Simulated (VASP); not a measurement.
Au: electric field gradients with PBEsol

Crystal: Au.

```
CELL_PARAMETERS angstrom
2.89030 0.00000 0.00000
-1.44515 2.50307 0.00000
0.00000 0.00000 4.86368
ATOMIC_POSITIONS crystal
Au 0.33333 0.66667 0.75000
Au 0.66667 0.33333 0.25000
```

This cell differs from its parent crystal: volume scaled by 0.99.

- Program: VASP 6.6.1
- Task: electric field gradients
- Functional: PBEsol
- Potentials or basis: VASP PAW PBE potentials, release 64 (Au)
- Cutoff: 520 eV
- k mesh: 14 × 14 × 8
- Occupations: fermi-dirac, width 0.03 eV
- Spin: no spin polarisation
- Dipole correction: no
- Further INCAR settings: ALGO = Normal; EDIFF = 1e-08; NBANDS = 18

```json
{"Pressure": "-5.3 GPa", "Band gap on the k mesh": "zero (band 11 reaches 12.53 eV, above the bottom of band 12 at 6.17 eV)"}
```

Stress tensor (GPa, compression positive):
```
-5.11  0.00  0.00
 0.00 -5.11  0.00
 0.00  0.00 -5.56
```

Levels at points of the mesh, in eV from the Fermi level:
```tsv
k point	band 9	band 10	band 11	band 12	band 13	band 14
(0.00, 0.00, 0.00)	-3.41	-2.12	-2.12	-1.05	2.51	14.60
(0.50, 0.00, 0.00)	-1.81	-1.64	0.37	1.52	5.63	7.11
(0.00, 0.00, 0.50)	-2.56	-2.56	-2.56	-2.56	10.36	10.36
(0.50, 0.00, 0.50)	-1.71	-1.71	0.50	0.50	3.81	3.81
```

Electric field gradients, principal values (V/Å²):
```tsv
atom	least	middle	greatest (by size)
1 Au	-12.275	-12.276	24.551
2 Au	-12.275	-12.276	24.551
```

Run time: 33 s on 1 thread of AMD EPYC 9R45 96-Core Processor (Zen 5), on a shared host, peak memory 0.17 GiB.

Caveat: without QUAD_EFG the Cq values of the log hold for a quadrupole moment of 1 mb, not for the nuclei; the PAW data sets were made with another functional, which shifts forces and pressure a little; spin-orbit coupling is left out, which moves the levels of the heavy elements.
